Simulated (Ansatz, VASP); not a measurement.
# Sr: VASP beside Ansatz

```
Sr
1.0
    -2.39629    2.39629    2.39629
     2.39629   -2.39629    2.39629
     2.39629    2.39629   -2.39629
Sr
1
Direct
  0.00000 0.00000 0.00000
```

Alike in both runs: task relaxation of cell and atoms; functional PBE; k mesh 11 × 11 × 11; occupations fermi-dirac, width 0.05 eV; no spin polarisation.

```csv
,VASP,Ansatz
version,VASP 6.6.1,Ansatz 0.2.0
potentials or method,"VASP PAW PBE potentials, release 64 (Sr_sv)","PAW with Ansatz's default frozen-core files, scalar-relativistic"
plane-wave cutoff (eV),600,420
valence electrons in the cell,10,10
```

```tsv
	VASP	Ansatz	Ansatz less VASP
relaxed volume (Å³/atom)	54.14	54.04	-0.102
relaxed cell length with the largest relative difference (Å)	4.128	4.125	-0.0026
```
